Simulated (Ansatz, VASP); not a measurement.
## C in VASP and in Ansatz

```
C
1.0
     5.46967   -0.00803    0.04769
    -0.00803    5.19101    0.05356
     0.04769    0.05356    5.35439
C
16
Cartesian
  3.5116 2.2700 3.6673
  0.2453 3.9622 0.8331
  0.9511 1.0103 2.9078
  2.0269 0.8824 2.2277
  4.8014 4.2545 3.3642
  4.8900 4.2633 1.9047
  4.8298 2.8309 3.8440
  2.6626 3.2758 1.3561
  1.0414 1.9178 0.4626
  2.0561 1.1289 0.7545
  3.6692 0.3982 4.0009
  0.6059 1.8464 3.8678
  2.9518 2.4793 2.3888
  3.4999 4.6496 1.0739
  2.7947 0.1620 5.2796
  1.4965 3.1523 0.8983
```

Alike in both runs: task single point; functional PBE; k mesh 4 × 5 × 4; occupations fermi-dirac, width 0.3723 eV; no spin polarisation.

|  | VASP | Ansatz |
| --- | --- | --- |
| version | VASP 6.6.1 | Ansatz 0.2.0 |
| potentials or method | VASP PAW PBE potentials, release 64 (C), cutoff 520 eV | scalar-relativistic, plane waves, PAW |
| valence electrons in the cell | 64 | 64 |

Ansatz gave:

- gap on the k mesh at the Fermi level (eV): none
- rms of the force components (eV/Å): 3.658

Task: Estimate VASP's values.

Result: gap on the k mesh at the Fermi level (eV): none; rms of the force components (eV/Å): 3.669.

Atom by atom the forces differ by 0.024 eV/Å (rms over components). A gap of «none» marks a metal or a gap that the smearing closes.
